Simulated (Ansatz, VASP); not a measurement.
WSe2 in VASP and in Ansatz

File INCAR:

```
SYSTEM = WSe2
PREC = Accurate
ENCUT = 520
EDIFF = 1E-6
ISMEAR = 0
SIGMA = 0.02
LREAL = .False.
LASPH = .True.
NELM = 60
ALGO = Normal
ISIF = 2
LWAVE = .False.
LCHARG = .False.
LDIPOL = .True.
IDIPOL = 3
DIPOL = 0.5 0.5 0.500
GGA = PE
IVDW = 12
NBANDS = 20
```

Contents of KPOINTS:

```
regular mesh
0
Gamma
  9 9 1
  0 0 0
```

File POSCAR:

```
WSe2
1.0
    3.1540000000      0.0000000000      0.0000000000
   -1.5770000000      2.7314441236      0.0000000000
    0.0000000000      0.0000000000     32.7373831004
Se W
2 1
Direct
    0.3333333333      0.6666666667      0.4494309000
    0.3333333333      0.6666666667      0.5505691000
    0.6666666667      0.3333333333      0.5000000000
```

Input for Ansatz:

```yaml
crystal:
  lattice:
    - [3.154, 0.0, 0.0]
    - [-1.577, 2.7314441236, 0.0]
    - [0.0, 0.0, 32.7373831004]
  atoms:
    - { symbol: Se, position: [0.3333333333, 0.6666666667, 0.4494309] }
    - { symbol: W, position: [0.6666666667, 0.3333333333, 0.5] }
    - { symbol: Se, position: [0.3333333333, 0.6666666667, 0.5505691] }
  periodic: [true, true, false]
basis:
  ecutwfc: 420
kpoints:
  mp_grid: { grid: [9, 9, 1] }
hamiltonian:
  xc: pbe
  pseudopotentials: { kind: paw, azcp: { folder: soft_1 } }
  dispersion: d3bj
scf:
  occupations: { method: gaussian, width: 0.02 }
output:
  forces: true
  stress: true
  eigenvalues: true
```

Alike in both runs: task single point; functional PBE; dispersion D3(BJ); k mesh 9 × 9 × 1; occupations gaussian, width 0.02 eV; no spin polarisation.

|  | VASP | Ansatz |
| --- | --- | --- |
| version | VASP 6.6.1 | Ansatz 0.2.0 |
| potentials or method | VASP PAW PBE potentials, release 64 (Se, W_sv), cutoff 520 eV | scalar-relativistic, plane waves, PAW |
| valence electrons in the cell | 26 | 46 |

```csv
,VASP,Ansatz,Ansatz less VASP
gap on the k mesh at the Fermi level (eV),1.81,1.81,-0.002
least direct gap on the mesh (eV),2.09,2.10,+0.005
rms of the force components (eV/Å),0.785,0.753,-0.0324
```

VASP's potentials hold 26 valence electrons a cell and Ansatz's 46, so a difference there can come from the potentials and not from the codes.

Neither program's run includes spin-orbit coupling.
